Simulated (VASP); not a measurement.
# Ag (Fm-3m) in VASP: notebook

Runs on Ag. Level: r2SCAN. Tasks: single point, relaxation of cell and atoms.

Everything below comes from runs of VASP 6.6.1. Logs are shortened: lines on timing, memory, paths and dates and some standing lists are left out, and cuts for length are marked.

## (1) The cell of the first run

Symmetry: Fm-3m, No. 225, cubic system. The conventional cell has a = 4.185 Å, b = 4.185 Å, c = 4.185 Å, α = 90.00°, β = 90.00°, γ = 90.00°. Ag (site symmetry m-3m) has 12 Ag at 2.96 Å within 3.9 Å.

## (2) Single point, r2SCAN

POSCAR reads:

```
Ag
1.0
    0.0000000000      2.0923406200      2.0923406200
    2.0923406200      0.0000000000      2.0923406200
    2.0923406200      2.0923406200      0.0000000000
Ag
1
Direct
    0.0000000000      0.0000000000      0.0000000000
```

INCAR.step1 reads:

```
SYSTEM = Ag
PREC = Accurate ; ENCUT = 520
ISMEAR = 0 ; SIGMA = 0.1
LREAL = .FALSE. ; LASPH = .TRUE.
NELM = 80 ; NBANDS = 12
GGA = PE ; ALGO = Normal
EDIFF = 1E-4 ; LWAVE = .TRUE.
LCHARG = .FALSE.
```

INCAR.step2 reads:

```
SYSTEM = Ag
PREC = Accurate ; ENCUT = 520
EDIFF = 1E-6 ; ISMEAR = 0
SIGMA = 0.1 ; LREAL = .FALSE.
LASPH = .TRUE. ; NELM = 80
ALGO = Normal ; ISIF = 2
LWAVE = .FALSE. ; LCHARG = .FALSE.
METAGGA = R2SCAN ; LMIXTAU = .TRUE.
NBANDS = 12 ; ISTART = 1
```

KPOINTS reads:

```
regular mesh
0
G
  18 18 18
  0 0 0
```

Potentials or basis: VASP PAW PBE potentials, release 64 (Ag).

On the command line:

```bash
$ cat potpaw_PBE.64/Ag/POTCAR > POTCAR
$ cp INCAR.step1 INCAR
$ mpirun -np 1 vasp_std > vasp.out
$ cp INCAR.step2 INCAR
$ mpirun -np 1 vasp_std > vasp.out
```

OUTCAR:

```text
SYSTEM = Ag
   PREC = Accurate
   ENCUT = 520
   EDIFF = 1E-6
   ISMEAR = 0
   LREAL = .FALSE.
   LASPH = .TRUE.
   NELM = 80
   ISIF = 2
   METAGGA = R2SCAN
   ISTART = 1

 ion  position               nearest neighbor table
   1  0.000  0.000  0.000-

  LATTYP: Found a face centered cubic cell.
 ALAT       =     4.1846812400

  Lattice vectors:

 A1 = (   0.0000000000,   2.0923406200,   2.0923406200)
 A2 = (   2.0923406200,   0.0000000000,   2.0923406200)
 A3 = (   2.0923406200,   2.0923406200,   0.0000000000)

Analysis of symmetry for initial positions (statically):
=====================================================================
 Subroutine PRICEL returns:
 Original cell was already a primitive cell.

 Routine SETGRP: Setting up the symmetry group for a
 face centered cubic supercell.

 Subroutine GETGRP returns: Found 48 space group operations
 (whereof 48 operations were pure point group operations)
 out of a pool of 48 trial point group operations.

The static configuration has the point symmetry O_h .

Analysis of symmetry for dynamics (positions and initial velocities):
=====================================================================
 Subroutine PRICEL returns:
 Original cell was already a primitive cell.

 Routine SETGRP: Setting up the symmetry group for a
 face centered cubic supercell.

 Subroutine GETGRP returns: Found 48 space group operations
 (whereof 48 operations were pure point group operations)
 out of a pool of 48 trial point group operations.

The dynamic configuration has the point symmetry O_h .

 Subroutine INISYM returns: Found 48 space group operations
 (whereof 48 operations are pure point group operations),
 and found     1 'primitive' translations

----------------------------------------------------------------------------------------

                                     Primitive cell

  volume of cell :      18.3201

  direct lattice vectors                    reciprocal lattice vectors
     0.000000000  2.092340620  2.092340620    -0.238966827  0.238966827  0.238966827
     2.092340620  0.000000000  2.092340620     0.238966827 -0.238966827  0.238966827
     2.092340620  2.092340620  0.000000000     0.238966827  0.238966827 -0.238966827

  length of vectors
     2.959016482  2.959016482  2.959016482     0.413902687  0.413902687  0.413902687

  position of ions in fractional coordinates (direct lattice)
     0.000000000  0.000000000  0.000000000

  ion indices of the primitive-cell ions
   primitive index   ion index
[... 75 lines left out ...]
   EDIFFG = 0.1E-04   stopping-criterion for IOM
   NSW    =      0    number of steps for IOM
   IBRION =     -1    ionic relax: 0-MD 1-quasi-New 2-CG
   NFREE  =      0    steps in history (QN), initial steepest desc. (CG)
   ISIF   =      2    stress and relaxation
   ISYM   =      2    0-nonsym 1-usesym 2-fastsym
   POTIM  = 0.5000    time-step for ionic-motion
   TEBEG  =    0.0;   TEEND  =   0.0 temperature during run
   PSTRESS=    0.0 pullay stress
   NELECT =      11.0000    total number of electrons
   NUPDOWN=      -1.0000    fix difference up-down
   EMIN   =  10.00;   EMAX   =-10.00  energy-range for DOS
   EFERMI =   0.00;   METHOD = LEGACY
   ISMEAR =     0;   SIGMA  =   0.10  broadening in eV -4-tet -1-fermi 0-gaus
   EFERMI_NEDOS =   21; number of points for ismear=-14 and -15
   IALGO  =     38    algorithm
   IMIX   =      4    mixing-type and parameters
     AMIX     =   0.40;   BMIX     =  1.00
     AMIX_MAG =   1.60;   BMIX_MAG =  1.00
  volume/ion in A,a.u.               =      18.32       123.63
  Fermi-wavevector in a.u.,A,eV,Ry     =   1.381116  2.609930 25.952842  1.907480
  Thomas-Fermi vector in A             =   2.505930
   LORBIT       =      0    0 simple, 1 ext, 2 COOP (PROOUT), +10 PAW based schemes
   METAGGA = R2SCAN    functional components
   LHFCALC =     F    Hartree Fock is set to
   AEXX    =    0.0000 exact exchange contribution
   IVDW    =     0    specifies the selected vdW correction
   LEPSILON=     F    determine dielectric tensor
   LRPA    =     F    only Hartree local field effects (RPA)
 non-spin polarized calculation
 Gauss-broadening in eV      SIGMA  =   0.10
  energy-cutoff  :      520.00
  volume of cell :       18.32
 maximum number of plane-waves:       531
 NGX is ok and might be reduce to    24

 number of electron      11.0000001 magnetization

 Free energy of the ion-electron system (eV)
  ---------------------------------------------------
  ext. energy  EPLUGINS =         0.00000000
  ---------------------------------------------------
  free energy    TOTEN  =       -21.34399512 eV

  energy without entropy =      -21.34278946  energy(sigma->0) =      -21.34339229

 E-fermi :   7.4666     XC(G=0): -12.4759

 val. band max:        7.4309570950   @ k =   0.4444   0.3333   0.0000
 cond. band min:       7.4790160942   @ k =   0.5000   0.0556   0.0000
 fundamental gap:      0.0480589992
 Fermi energy:         7.4666123941

 k-point     1 :       0.0000    0.0000    0.0000
  band No.  band energies     occupation
      1       0.0527      2.00000
      2       2.5897      2.00000
      3       2.5897      2.00000
      4       2.5897      2.00000
      5       3.5072      2.00000
      6       3.5072      2.00000
      7      23.9346      0.00000
      8      27.2106      0.00000
      9      27.2107      0.00000
     10      27.2107      0.00000
     11      32.0092      0.00000
     12      32.6186      0.00000
[... 331 lines left out ...]
 k-point    24 :      -0.2222    0.0556    0.0000
  band No.  band energies     occupation
      1       1.3466      2.00000
      2       2.6632      2.00000
      3       2.8096      2.00000
      4       2.8789      2.00000
      5       3.4734      2.00000
      6       3.8242      2.00000
      7      18.8968      0.00000
      8      23.8753      0.00000
      9      26.0861      0.00000
     10      28.4258      0.00000
     11      29.3543      0.00000
     12      30.2114      0.00000

 [... further k-points ...]
[... 5 lines left out ...]
  --------------------------------------------------------------------------------------
  -------------------------------------------------------------------------------------
  Total       -0.5774441     -0.5774441     -0.5774441     -0.0000000      0.0000000      0.0000000
  in kB      -50.5002358    -50.5002358    -50.5002358     -0.0000000      0.0000000      0.0000000
  external PRESSURE =     -50.5002358 kB  Pullay stress =       0.0000000 kB

 VOLUME and BASIS-vectors are now :
 -----------------------------------------------------------------------------
  energy-cutoff  :      520.00
  volume of cell :       18.32
      direct lattice vectors                 reciprocal lattice vectors
     0.000000000  2.092340620  2.092340620    -0.238966827  0.238966827  0.238966827
     2.092340620  0.000000000  2.092340620     0.238966827 -0.238966827  0.238966827
     2.092340620  2.092340620  0.000000000     0.238966827  0.238966827 -0.238966827

 POSITION                                       TOTAL-FORCE (eV/Angst)
 -----------------------------------------------------------------------------------
      0.00000      0.00000      0.00000         0.000000      0.000000      0.000000
 -----------------------------------------------------------------------------------
    total drift:                                0.000000      0.000000      0.000000

  FREE ENERGIE OF THE ION-ELECTRON SYSTEM (eV)
  ---------------------------------------------------
  free  energy   TOTEN  =       -21.3439951211 eV

  energy  without entropy=      -21.3427894556  energy(sigma->0) =      -21.34339229
```

OSZICAR.step1:

```text
N       E                     dE             d eps       ncg     rms          rms(c)
DAV:   1     0.518035729461E+02    0.51804E+02   -0.54483E+03  4728   0.820E+02
DAV:   2    -0.209786873831E+01   -0.53901E+02   -0.50487E+02  5452   0.190E+02
DAV:   3    -0.294642459328E+01   -0.84856E+00   -0.84803E+00  5520   0.253E+01
DAV:   4    -0.294917300606E+01   -0.27484E-02   -0.27483E-02  5380   0.151E+00
DAV:   5    -0.294919632438E+01   -0.23318E-04   -0.23318E-04  5488   0.124E-01    0.433E+00
DAV:   6    -0.272506053191E+01    0.22414E+00   -0.92741E-01  5096   0.851E+00    0.290E+00
DAV:   7    -0.271938219609E+01    0.56783E-02   -0.68580E-03  5436   0.800E-01    0.168E+00
DAV:   8    -0.271714681816E+01    0.22354E-02   -0.71347E-04  5252   0.213E-01    0.755E-02
DAV:   9    -0.271715501745E+01   -0.81993E-05   -0.76845E-06  2980   0.212E-02
   1 F= -.27171550E+01 E0= -.27165612E+01  d E =-.118769E-02
```

Wall time 64 s (1 thread of Intel Xeon 6975P-C, shared host); peak memory 0.17 GiB.

Results:

```yaml
Free_energy: -21.3440 eV
Pressure: -5.1 GPa
```

Caveat: the PAW data sets were made with another functional, which shifts forces and pressure a little.

## (3) Relaxation of cell and atoms, r2SCAN

This run uses another cell than the first one, of 17.05 Å³/atom, 0.931 times its volume.

POSCAR reads:

```
Ag
1.0
    0.0000000000      2.0427500000      2.0427500000
    2.0427500000      0.0000000000      2.0427500000
    2.0427500000      2.0427500000      0.0000000000
Ag
1
Direct
    0.0000000000      0.0000000000      0.0000000000
```

INCAR.step1 reads:

```
PREC = Accurate
ENCUT = 600
ISMEAR = 0
SIGMA = 0.1
LREAL = False
LASPH = True
NELM = 100
GGA = PE
ALGO = Normal
EDIFF = 1E-4
LWAVE = True
LCHARG = False
```

INCAR.step2 reads:

```
PREC = Accurate
ENCUT = 600
EDIFF = 1E-6
ISMEAR = 0
SIGMA = 0.1
LREAL = False
LASPH = True
NELM = 100
ALGO = Normal
ISIF = 3
LWAVE = False
LCHARG = False
METAGGA = R2SCAN
LMIXTAU = True
IBRION = 2
NSW = 100
EDIFFG = -0.005
ISTART = 1
```

KPOINTS reads:

```
regular mesh
0
Gamma
  18 18 18
```

Potentials or basis: VASP PAW PBE potentials, release 64 (Ag).

On the command line:

```bash
$ cat potpaw_PBE.64/Ag/POTCAR > POTCAR
$ cp INCAR.step1 INCAR
$ mpirun -np 1 vasp_std > vasp.out
$ cp INCAR.step2 INCAR
$ mpirun -np 1 vasp_std > vasp.out
```

Run time: 3.1 min. Hardware: 1 thread of Intel Xeon 6975P-C, shared host; peak memory 0.19 GiB.

It converged, with:

```yaml
Free_energy: -21.3602 eV
Relaxed_volume: 17.31 Å³/atom
Relaxed_cell: a = 2.903 Å, b = 2.903 Å, c = 2.903 Å, α = 60.00°, β = 60.00°, γ = 60.00°
Space_group_after_relaxing_to_0.05_Å: Fm-3m (No. 225)
Energy_gained_by_relaxing: 1.2 meV/atom
Ionic_steps: 4
Pressure_after_relaxing: 0.0 GPa
```

Step by step:
```tsv
step	energy change (eV)	largest force (eV/Å)	pressure (GPa)	volume (Å³)
1	0.0000	0.0000	1.62	17.05
2	-0.0006	0.0000	-1.03	17.48
3	-0.0012	0.0000	0.05	17.30
4	-0.0012	0.0000	-0.04	17.31
```

Final structure:
```cif
data_structure
_symmetry_space_group_name_H-M 'P 1'
_symmetry_Int_Tables_number 1
_cell_length_a 2.9034
_cell_length_b 2.9034
_cell_length_c 2.9034
_cell_angle_alpha 60.000
_cell_angle_beta 60.000
_cell_angle_gamma 60.000
_cell_volume 17.31
loop_
_atom_site_label
_atom_site_type_symbol
_atom_site_fract_x
_atom_site_fract_y
_atom_site_fract_z
_atom_site_occupancy
Ag1 Ag 0.00000 0.00000 0.00000 1
```

Levels at points of the mesh, in eV from the Fermi level:
```tsv
k point	band 3	band 4	band 5	band 6	band 7	band 8	band 9
(0.00, 0.00, 0.00)	-5.05	-5.05	-4.04	-4.04	16.65	20.29	20.29
(0.50, 0.00, 0.00)	-5.08	-3.24	-3.24	-0.26	3.66	15.89	18.48
(0.50, 0.50, 0.00)	-3.28	-3.03	-3.03	1.78	6.89	11.09	11.09
```

Caveat: the PAW data sets were made with another functional, which shifts forces and pressure a little. Zero-point motion and thermal expansion aren't in these numbers.

## (4) Single point, r2SCAN

POSCAR reads:

```
Ag
1.0
    0.0000000000      2.0923406221      2.0923406221
    2.0923406221      0.0000000000      2.0923406221
    2.0923406221      2.0923406221      0.0000000000
Ag
1
Direct
    0.0000000000      0.0000000000      0.0000000000
```

INCAR.step1 reads:

```
SYSTEM = Ag
PREC     = Accurate       ! precision mode
ENCUT    = 550            ! plane-wave cutoff, eV
ISMEAR   = 1              ! smearing method
SIGMA    = 0.1            ! smearing width, eV
LREAL    = .False.        ! projectors in reciprocal space
LASPH    = .True.         ! aspherical terms in the spheres
NELM     = 120            ! most SCF steps
NBANDS   = 12             ! bands
GGA      = PE             ! functional
ALGO     = Normal         ! electronic algorithm
EDIFF    = 1E-5           ! SCF threshold, eV
LWAVE    = .True.         ! write WAVECAR
LCHARG   = .False.        ! write CHGCAR
GGA_COMPAT= .False.
```

INCAR.step2 reads:

```
SYSTEM = Ag
PREC     = Accurate       ! precision mode
ENCUT    = 550            ! plane-wave cutoff, eV
EDIFF    = 1E-6           ! SCF threshold, eV
ISMEAR   = 1              ! smearing method
SIGMA    = 0.1            ! smearing width, eV
LREAL    = .False.        ! projectors in reciprocal space
LASPH    = .True.         ! aspherical terms in the spheres
NELM     = 120            ! most SCF steps
ALGO     = Normal         ! electronic algorithm
ISIF     = 2              ! what is computed and relaxed
LWAVE    = .False.        ! write WAVECAR
LCHARG   = .False.        ! write CHGCAR
METAGGA  = R2SCAN         ! meta-GGA
LMIXTAU  = .True.       
NBANDS   = 12             ! bands
ISTART   = 1            
GGA_COMPAT= .False.
```

KPOINTS reads:

```
Automatic mesh
0
Gamma
  18 18 18
  0 0 0
```

On the command line:

```bash
$ cat potpaw_PBE.64/Ag/POTCAR > POTCAR
$ cp INCAR.step1 INCAR
$ mpirun -np 1 vasp_std > vasp.out
$ cp INCAR.step2 INCAR
$ mpirun -np 1 vasp_std > vasp.out
```

It took 88 s on 1 thread of Intel Xeon Platinum 8488C (Sapphire Rapids), shared host; peak memory 0.17 GiB.

It converged, with:

```
Free energy : -21.3431 eV
Pressure    : -5.1 GPa
```

Levels at points of the mesh, in eV from the Fermi level:
```tsv
k point	band 3	band 4	band 5	band 6	band 7	band 8	band 9	band 10
(0.00, 0.00, 0.00)	-4.88	-4.88	-3.96	-3.96	16.47	19.75	19.75	19.75
(0.50, 0.00, 0.00)	-4.90	-3.24	-3.24	-0.12	3.32	15.70	17.83	17.83
(0.50, 0.50, 0.00)	-3.27	-3.05	-3.05	1.81	6.43	10.76	10.76	16.84
```

Caveat: the PAW data sets were made with another functional, which shifts forces and pressure a little.

## (5) Overview

```tsv
task	cell	cutoff (eV)	smearing	gap on the mesh (eV)	pressure (GPa)
single point	a = 2.959 Å, angles 60.0°, 1 atom	520	gaussian 0.1 eV	none	-5.1
relaxation of cell and atoms	relaxed from a = 2.889 Å, angles 60.0°, 1 atom	600	gaussian 0.1 eV	none	0.0
single point	a = 2.959 Å, angles 60.0°, 1 atom	550	methfessel-paxton 0.1 eV	none	-5.1
```

Alike in all rows: level r2SCAN; potentials or basis VASP PAW PBE potentials, release 64 (Ag); no spin polarisation; k mesh 18 × 18 × 18.

Caveats: the PAW data sets were made with another functional, which shifts forces and pressure a little.

Absolute energies hang on the potentials; compare differences alone.
